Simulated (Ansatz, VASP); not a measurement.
# BaTiO3 in VASP and in Ansatz

```
Ba Ti O
1.0
     2.94618    1.70098    2.27567
    -2.94618    1.70098    2.27567
     0.00000   -3.40196    2.27567
Ba Ti O
1 1 3
Cartesian
  0.0000 0.0000 0.0183
  0.0000 0.0000 3.5009
  0.0000 -1.6746 4.4676
  -1.4503 0.8373 4.4676
  1.4503 0.8373 4.4676
```

Change from the starting cell: strain +0.030 along x and y, -0.030 along z, atoms carried along.

Alike in both runs: task single point; functional PBE; k mesh 6 × 6 × 6; occupations gaussian, width 0.05 eV; no spin polarisation; Hubbard terms Ti d U = 4.0 eV.

|  | VASP | Ansatz |
| --- | --- | --- |
| version | VASP 6.6.1 | Ansatz 0.2.0 |
| potentials or method | VASP PAW PBE potentials, release 64 (Ba_sv, Ti_sv, O_h), cutoff 1340 eV | scalar-relativistic, plane waves, PAW |
| valence electrons in the cell | 40 | 40 |

VASP gave:

```
gap on the k mesh at the Fermi level (eV)                     : 2.37
least direct gap on the mesh (eV)                             : 2.72
pressure (GPa)                                                : -1.3
traceless stress, the component that is largest in VASP (GPa) : 8.49
rms of the force components (eV/Å)                            : 0.123
```

Q: What did Ansatz give for the same quantities?

A: gap on the k mesh at the Fermi level (eV): 2.42; least direct gap on the mesh (eV): 2.75; pressure (GPa): -4.3; traceless stress, the component that is largest in VASP (GPa): 8.61; rms of the force components (eV/Å): 0.119.

The programs project onto different local orbitals, so the same U acts differently, and such runs can settle in different states. Atom by atom the forces differ by 0.193 eV/Å (rms over components).

Neither program's run includes spin-orbit coupling.
